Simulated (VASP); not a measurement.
Here is a VASP 6.6.1 calculation.

File INCAR:

```
SYSTEM = MgO
PREC     = Accurate       ! precision mode
ENCUT    = 600            ! plane-wave cutoff, eV
EDIFF    = 1E-6           ! SCF threshold, eV
ISMEAR   = 0              ! smearing method
SIGMA    = 0.03           ! smearing width, eV
LREAL    = .False.        ! projectors in reciprocal space
LASPH    = .True.         ! aspherical terms in the spheres
NELM     = 120            ! most SCF steps
ALGO     = Normal         ! electronic algorithm
ISIF     = 2              ! what is computed and relaxed
LWAVE    = .False.        ! write WAVECAR
LCHARG   = .False.        ! write CHGCAR
GGA      = PE             ! functional
NBANDS   = 11             ! bands
GGA_COMPAT= .False.
```

KPOINTS

```
Automatic mesh
0
Gamma
  5 5 5
  0 0 0
```

Contents of POSCAR:

```
MgO
1.0
    0.0000000000      2.1380000000      2.1380000000
    2.1380000000      0.0000000000      2.1380000000
    2.1380000000      2.1380000000      0.0000000000
Mg O
1 1
Direct
    0.0000000000      0.0000000000      0.0000000000
    0.5000000000      0.5000000000      0.5000000000
```

Potentials or basis: VASP PAW PBE potentials, release 64 (Mg, O).

Run with:

```sh
$ cat potpaw_PBE.64/Mg/POTCAR potpaw_PBE.64/O/POTCAR > POTCAR
$ mpirun -np 1 vasp_std > vasp.out
```

Question: What does it give for the pressure?

Answer: -3.3 GPa.

Question: Estimate the band gap on the k mesh.

Answer: 4.30 eV, direct.

Caveat: the k points lie up to 0.51 Å⁻¹ apart. PBE gaps usually lie below the measured ones, often by a third to a half.
